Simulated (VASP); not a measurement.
# Hf2ZrC3 (P-3m1) in VASP: notebook, part 3 of 3

VASP 6.6.1.

## 4. Relaxation of cell and atoms, PBE

This run uses another cell than the first one: it holds 6 atoms, not 12.

INCAR

```
PREC = Accurate ; ENCUT = 600
EDIFF = 1E-7 ; ISMEAR = 0
SIGMA = 0.2 ; LREAL = False
LASPH = True ; NELM = 60
ALGO = Normal ; ISIF = 3
LWAVE = False ; LCHARG = False
GGA = PE ; IBRION = 2
NSW = 36 ; EDIFFG = -0.08
```

KPOINTS

```
Automatic mesh
0
Gamma
  6 6 2
```

POSCAR

```
Hf2ZrC3
1.0
    3.3675347800      0.0000000000      0.0000000000
   -1.6837673900      2.9163706700      0.0000000000
    0.0000000000      0.0000000000      8.2476496900
Zr Hf C
1 2 3
Direct
    0.0000000000      0.0000000000      0.0000000000
    0.6666666700      0.3333333300      0.6667000000
    0.3333333300      0.6666666700      0.3333000000
    0.3333333300      0.6666666700      0.8333000000
    0.6666666700      0.3333333300      0.1667000000
    0.0000000000      0.0000000000      0.5000000000
```

Potentials or basis: VASP PAW PBE potentials, release 64 (Zr_sv, Hf_pv, C).

On the command line:

```bash
> cat potpaw_PBE.64/Zr_sv/POTCAR potpaw_PBE.64/Hf_pv/POTCAR potpaw_PBE.64/C/POTCAR > POTCAR
> mpirun -np 1 vasp_std > vasp.out
```

OUTCAR:

```text
PREC = Accurate
   ENCUT = 600
   EDIFF = 1E-7
   ISMEAR = 0
   LREAL = False
   LASPH = True
   NELM = 60
   ISIF = 3
   GGA = PE
   IBRION = 2
   NSW = 36
   EDIFFG = -0.08

 ion  position               nearest neighbor table
   1  0.000  0.000  0.000-   4 2.38   5 2.38   5 2.38   4 2.38   5 2.38   4 2.38   2 3.37   3 3.37
                             3 3.37   2 3.37   2 3.37   3 3.37
   2  0.667  0.333  0.667-   4 2.38   4 2.38   4 2.38   6 2.38   6 2.38   6 2.38   1 3.37   1 3.37
                             1 3.37   3 3.37   3 3.37   3 3.37
   3  0.333  0.667  0.333-   5 2.38   5 2.38   5 2.38   6 2.38   6 2.38   6 2.38   1 3.37   1 3.37
                             1 3.37   2 3.37   2 3.37   2 3.37
   4  0.333  0.667  0.833-   2 2.38   2 2.38   2 2.38   1 2.38   1 2.38   1 2.38
   5  0.667  0.333  0.167-   3 2.38   3 2.38   3 2.38   1 2.38   1 2.38   1 2.38
   6  0.000  0.000  0.500-   2 2.38   3 2.38   2 2.38   3 2.38   2 2.38   3 2.38

  LATTYP: Found a hexagonal cell.
 ALAT       =     3.3675347800
 C/A-ratio  =     2.4491654070

  Lattice vectors:

 A1 = (   3.3675347800,   0.0000000000,   0.0000000000)
 A2 = (  -1.6837673900,   2.9163706700,   0.0000000000)
 A3 = (   0.0000000000,   0.0000000000,   8.2476496900)

Analysis of symmetry for initial positions (statically):
=====================================================================
 Subroutine PRICEL returns:
 Original cell was already a primitive cell.

 Routine SETGRP: Setting up the symmetry group for a
 hexagonal supercell.

 Subroutine GETGRP returns: Found 12 space group operations
 (whereof 12 operations were pure point group operations)
 out of a pool of 24 trial point group operations.

The static configuration has the point symmetry D_3d.

Analysis of symmetry for dynamics (positions and initial velocities):
=====================================================================
 Subroutine PRICEL returns:
 Original cell was already a primitive cell.

 Routine SETGRP: Setting up the symmetry group for a
 hexagonal supercell.

 Subroutine GETGRP returns: Found 12 space group operations
 (whereof 12 operations were pure point group operations)
 out of a pool of 24 trial point group operations.

The dynamic configuration has the point symmetry D_3d.

 Subroutine INISYM returns: Found 12 space group operations
 (whereof 12 operations are pure point group operations),
 and found     1 'primitive' translations

----------------------------------------------------------------------------------------

                                     Primitive cell

  volume of cell :      81.0000

  direct lattice vectors                    reciprocal lattice vectors
     3.367534780  0.000000000  0.000000000     0.296953132  0.171445971  0.000000000
    -1.683767390  2.916370670  0.000000000     0.000000000  0.342891941  0.000000000
     0.000000000  0.000000000  8.247649690     0.000000000  0.000000000  0.121246663

  length of vectors
     3.367534780  3.367534782  8.247649690     0.342891941  0.342891941  0.121246663

  position of ions in fractional coordinates (direct lattice)
     0.000000000  0.000000000  0.000000000
     0.666666670  0.333333330  0.666700000
     0.333333330  0.666666670  0.333300000
     0.333333330  0.666666670  0.833300000
     0.666666670  0.333333330  0.166700000
     0.000000000  0.000000000  0.500000000

  ion indices of the primitive-cell ions
[... 27 lines left out ...]
     0.000000000  0.000000000  0.000000000

 Subroutine IBZKPT returns following result:
 ===========================================

 Found     14 irreducible k-points:

 Following reciprocal coordinates:
            Coordinates               Weight
  0.000000  0.000000  0.000000      1.000000
  0.166667  0.000000  0.000000      6.000000
  0.333333  0.000000  0.000000      6.000000
  0.500000  0.000000  0.000000      3.000000
  0.166667  0.166667  0.000000      6.000000
  0.333333  0.166667  0.000000     12.000000
  0.333333  0.333333  0.000000      2.000000
  0.000000  0.000000  0.500000      1.000000
  0.166667  0.000000  0.500000      6.000000
  0.333333  0.000000  0.500000      6.000000
  0.500000  0.000000  0.500000      3.000000
  0.166667  0.166667  0.500000      6.000000
  0.333333  0.166667  0.500000     12.000000
  0.333333  0.333333  0.500000      2.000000
   k-points           NKPTS =     14   k-points in BZ     NKDIM =     14   number of bands    NBANDS=     26
   number of dos      NEDOS =    301   number of ions     NIONS =      6
   total plane-waves  NPLWV =  54880
   dimension x,y,z NGX =    28 NGY =   28 NGZ =   70
   dimension x,y,z NGXF=    56 NGYF=   56 NGZF=  140
   ions per type =               1   2   3
   NGX,Y,Z   is equivalent  to a cutoff of  13.82, 13.82, 14.11 a.u.
   NGXF,Y,Z  is equivalent  to a cutoff of  27.65, 27.65, 28.22 a.u.
 SYSTEM =  unknown system
   PREC   = accura    normal or accurate (medium, high low for compatibility)
   ISTART =      0    job   : 0-new  1-cont  2-samecut
   ICHARG =      2    charge: 1-file 2-atom 10-const
   ISPIN  =      1    spin polarized calculation?
   LNONCOLLINEAR =      F non collinear calculations
   LSORBIT =      F    spin-orbit coupling
   LASPH  =      T    aspherical Exc in radial PAW
   ENCUT  =  600.0 eV  44.10 Ry    6.64 a.u.   6.73  6.73 16.47*2*pi/ulx,y,z
   NELM   =     60;   NELMIN=  2; NELMDL= -5     # of ELM steps
   EDIFF  = 0.1E-06   stopping-criterion for ELM
   LREAL  =      F    real-space projection
   EDIFFG = -.8E-01   stopping-criterion for IOM
   NSW    =     36    number of steps for IOM
   IBRION =      2    ionic relax: 0-MD 1-quasi-New 2-CG
   NFREE  =      1    steps in history (QN), initial steepest desc. (CG)
   ISIF   =      3    stress and relaxation
   ISYM   =      2    0-nonsym 1-usesym 2-fastsym
   POTIM  = 0.5000    time-step for ionic-motion
   TEBEG  =    0.0;   TEEND  =   0.0 temperature during run
   PSTRESS=    0.0 pullay stress
   NELECT =      44.0000    total number of electrons
   NUPDOWN=      -1.0000    fix difference up-down
   EMIN   =  10.00;   EMAX   =-10.00  energy-range for DOS
   EFERMI =   0.00;   METHOD = LEGACY
   ISMEAR =     0;   SIGMA  =   0.20  broadening in eV -4-tet -1-fermi 0-gaus
   EFERMI_NEDOS =   21; number of points for ismear=-14 and -15
   IALGO  =     38    algorithm
   IMIX   =      4    mixing-type and parameters
     AMIX     =   0.40;   BMIX     =  1.00
     AMIX_MAG =   1.60;   BMIX_MAG =  1.00
  volume/ion in A,a.u.               =      13.50        91.10
  Fermi-wavevector in a.u.,A,eV,Ry     =   1.335767  2.524234 24.276515  1.784274
  Thomas-Fermi vector in A             =   2.464446
   LORBIT       =      0    0 simple, 1 ext, 2 COOP (PROOUT), +10 PAW based schemes
   GGA     = PE    functional components
   LHFCALC =     F    Hartree Fock is set to
   AEXX    =    0.0000 exact exchange contribution
   IVDW    =     0    specifies the selected vdW correction
   LEPSILON=     F    determine dielectric tensor
   LRPA    =     F    only Hartree local field effects (RPA)
 conjugate gradient relaxation of ions
 non-spin polarized calculation
 Gauss-broadening in eV      SIGMA  =   0.20
  energy-cutoff  :      600.00
  volume of cell :       81.00
 maximum number of plane-waves:      2742
 NGX is ok and might be reduce to    28

--------------------------------------- Ionic step        1  -------------------------------------------

 number of electron      44.0000001 magnetization

 Free energy of the ion-electron system (eV)
  ---------------------------------------------------
  ext. energy  EPLUGINS =         0.00000000
  ---------------------------------------------------
  free energy    TOTEN  =       -61.34145169 eV

  energy without entropy =      -61.32116944  energy(sigma->0) =      -61.33131056

------------------------ aborting loop because EDIFF is reached ----------------------------------------

  FORCE on cell =-STRESS in cart. coord.  units (eV):
  Direction    XX          YY          ZZ          XY          YZ          ZX
  --------------------------------------------------------------------------------------
  -------------------------------------------------------------------------------------
  Total       -6.1787772     -6.1787772     -6.6207764     -0.0000000     -0.0000000     -0.0000000
  in kB     -122.2160102   -122.2160104   -130.9587390     -0.0000000     -0.0000000     -0.0000000
  external PRESSURE =    -125.1302532 kB  Pullay stress =       0.0000000 kB
[... 227 lines left out ...]
--------------------------------------- Ionic step        7  -------------------------------------------

 number of electron      44.0000001 magnetization

 Free energy of the ion-electron system (eV)
  ---------------------------------------------------
  ext. energy  EPLUGINS =         0.00000000
  ---------------------------------------------------
  free energy    TOTEN  =       -61.54803013 eV

  energy without entropy =      -61.52858200  energy(sigma->0) =      -61.53830607

 E-fermi :   7.1439     XC(G=0): -12.2406

 val. band max:        7.1227297362   @ k =   0.3333   0.0000   0.5000
 cond. band min:       7.1566754909   @ k =   0.5000   0.0000   0.0000
 fundamental gap:      0.0339457547
 Fermi energy:         7.1439001965

 k-point     1 :       0.0000    0.0000    0.0000
  band No.  band energies     occupation
      1     -40.8667      2.00000
      2     -22.8491      2.00000
      3     -22.5258      2.00000
      4     -22.3970      2.00000
      5     -22.3970      2.00000
      6     -22.3611      2.00000
[... 428 lines left out ...]
  FREE ENERGIE OF THE ION-ELECTRON SYSTEM (eV)
  ---------------------------------------------------
  free  energy   TOTEN  =       -61.5480301345 eV

  energy  without entropy=      -61.5285820004  energy(sigma->0) =      -61.53830607

 reached required accuracy - stopping structural energy minimisation
```

OSZICAR:

```text
N       E                     dE             d eps       ncg     rms          rms(c)
DAV:   1     0.274625208547E+03    0.27463E+03   -0.26773E+04   728   0.187E+03
DAV:   2    -0.510387589804E+02   -0.32566E+03   -0.32015E+03   900   0.417E+02
DAV:   3    -0.707615560124E+02   -0.19723E+02   -0.18521E+02  1128   0.758E+01
DAV:   4    -0.713868842643E+02   -0.62533E+00   -0.62414E+00   980   0.120E+01
[... 76 lines left out ...]
DAV:   3    -0.615480342409E+02    0.33476E-04   -0.29475E-04   926   0.927E-02    0.817E-02
DAV:   4    -0.615480316333E+02    0.26076E-05   -0.11074E-04   916   0.547E-02    0.342E-02
DAV:   5    -0.615480302896E+02    0.13437E-05   -0.17100E-05   952   0.220E-02    0.633E-03
DAV:   6    -0.615480302187E+02    0.70846E-07   -0.24474E-06   856   0.855E-03    0.332E-03
DAV:   7    -0.615480301345E+02    0.84189E-07   -0.15330E-07   524   0.224E-03
   7 F= -.61548030E+02 E0= -.61538306E+02  d E =-.596304E-02
```

It took 7.1 min on 1 thread of Intel Xeon 8259CL, shared host; peak memory 0.26 GiB.

What came out:

```yaml
Free_energy: -61.5480 eV
Relaxed_volume: 12.69 Å³/atom
Relaxed_cell: a = 3.302 Å, b = 3.302 Å, c = 8.063 Å, α = 90.00°, β = 90.00°, γ = 120.00°
Space_group_after_relaxing_to_0.1_Å: P-3m1 (No. 164)
Energy_gained_by_relaxing: 34.4 meV/atom
Ionic_steps: 7
Pressure_after_relaxing: 0.3 GPa
Largest_force_after_relaxing: 0.009 eV/Å
Band_gap_on_the_k_mesh: zero (bands 22 and 23 overlap by 1.08 eV)
```

Forces on the atoms (eV/Å):
```
Zr   0.000  0.000  0.000
Hf   0.000  0.000 -0.009
Hf   0.000  0.000  0.009
C    0.000  0.000  0.001
C    0.000  0.000 -0.001
C    0.000  0.000  0.000
```

Step by step:
| step | energy change (eV) | largest force (eV/Å) | pressure (GPa) | volume (Å³) |
| --- | --- | --- | --- | --- |
| 1 | 0.0000 | 0.3554 | -12.51 | 81.00 |
| 2 | 0.3405 | 0.1154 | 27.19 | 69.26 |
| 3 | -0.2005 | 0.2831 | -0.24 | 76.31 |
| 4 | -0.2007 | 0.2807 | 0.11 | 76.20 |
| 5 | -0.2006 | 0.2788 | 0.40 | 76.10 |
| 6 | -0.2060 | 0.0890 | 0.34 | 76.12 |
| 7 | -0.2066 | 0.0094 | 0.32 | 76.13 |

Final structure:
```cif
data_structure
_symmetry_space_group_name_H-M 'P 1'
_symmetry_Int_Tables_number 1
_cell_length_a 3.3020
_cell_length_b 3.3020
_cell_length_c 8.0626
_cell_angle_alpha 90.000
_cell_angle_beta 90.000
_cell_angle_gamma 120.000
_cell_volume 76.13
loop_
_atom_site_label
_atom_site_type_symbol
_atom_site_fract_x
_atom_site_fract_y
_atom_site_fract_z
_atom_site_occupancy
Zr1 Zr 0.00000 0.00000 0.00000 1
Hf1 Hf 0.66667 0.33333 0.66557 1
Hf2 Hf 0.33333 0.66667 0.33443 1
C1 C 0.33333 0.66667 0.83028 1
C2 C 0.66667 0.33333 0.16972 1
C3 C 0.00000 0.00000 0.50000 1
```

Levels at points of the mesh, in eV from the Fermi level:
| k point | band 18 | band 19 | band 20 | band 21 | band 22 | band 23 | band 24 | band 25 | band 26 |
| --- | --- | --- | --- | --- | --- | --- | --- | --- | --- |
| (0.00, 0.00, 0.00) | -2.34 | -2.34 | 1.04 | 1.04 | 1.05 | 1.33 | 1.33 | 1.37 | 3.24 |
| (0.50, 0.00, 0.00) | -2.37 | -2.36 | -2.30 | -1.71 | 0.01 | 0.03 | 2.90 | 3.19 | 4.96 |
| (0.00, 0.00, 0.50) | -1.39 | -0.80 | -0.80 | -0.79 | -0.79 | 2.04 | 2.04 | 2.30 | 2.30 |
| (0.50, 0.00, 0.50) | -2.88 | -2.31 | -2.17 | -1.04 | -0.94 | 0.74 | 0.83 | 4.91 | 5.08 |

Caveat: the k points lie up to 0.39 Å⁻¹ apart in the final cell, too coarse for converged energies and pressures of a metal; spin-orbit coupling is left out, which moves the levels of the heavy elements.

## 5. The runs side by side

| task | cell | k mesh | cutoff (eV) | smearing | gap on the mesh (eV) | pressure (GPa) | largest force (eV/Å) |
| --- | --- | --- | --- | --- | --- | --- | --- |
| single point | a = 3.302, b = 3.302, c = 16.184 Å, angles 90.0, 90.0, 120.0°, 12 atoms, atomic positions A | 6 × 6 × 2 | 520 | gaussian 0.2 eV | none | -0.3 | 0.04 |
| single point | a = 3.235, b = 3.235, c = 7.927 Å, angles 90.0, 90.0, 120.0°, 6 atoms, atomic positions B | 12 × 12 × 4 | 520 | gaussian 0.1 eV | none | 15.9 | 0.03 |
| relaxation of cell and atoms | relaxed from a = 3.368, b = 3.368, c = 8.248 Å, angles 90.0, 90.0, 120.0°, 6 atoms, atomic positions C | 6 × 6 × 2 | 600 | gaussian 0.2 eV | none | 0.3 | 0.01 |

Alike in all rows: level PBE; potentials or basis VASP PAW PBE potentials, release 64 (Zr_sv, Hf_pv, C); no spin polarisation.

Caveats: some runs use coarse meshes; spin-orbit coupling is left out, which moves the levels of the heavy elements; the cell stands under pressure (at least some runs).

Absolute energies hang on the potentials; compare differences alone.
